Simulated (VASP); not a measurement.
Here is a VASP 6.6.1 calculation.

File INCAR:

```
PREC = Accurate ; ENCUT = 520
EDIFF = 1E-6 ; ISMEAR = -1
SIGMA = 0.02 ; LREAL = F
LASPH = T ; NELM = 150
ALGO = Normal ; ISIF = 2
LWAVE = F ; LCHARG = F
LNONCOLLINEAR = T ; MAGMOM = 0 0 0 0 0 0 0 0 0 0 0 0
LORBIT = 11 ; LSORBIT = T
GGA_COMPAT = F ; LORBMOM = T
GGA = PE ; NBANDS = 54
```

File KPOINTS:

```
regular mesh
0
Gamma
  6 6 6
```

The input POSCAR:

```
PbSe
1.0
    0.0000000000      6.5386896052      3.0736697802
    3.0736711420      0.0000000000      3.0736697802
    3.0736711420      6.5386896052      0.0000000000
Pb Se
2 2
Direct
    0.1324252531      0.8506268962      0.1493731038
    0.8506268962      0.1324252531      0.8675747469
    0.6373131566      0.3456356941      0.6543643059
    0.3456356941      0.6373131566      0.3626868434
```

Potentials or basis: VASP PAW PBE potentials, release 64 (Pb_d, Se).

Run with:

```console
$ cat potpaw_PBE.64/Pb_d/POTCAR potpaw_PBE.64/Se/POTCAR > POTCAR
$ mpirun -np 1 vasp_ncl > vasp.out
```

(1) What does it give for the net moment?

(2) Predict the pressure.

(3) What does it give for the largest force?

## Answers

(1) 0.00 μB per cell.

(2) 1.8 GPa.

(3) 0.128 eV/Å.
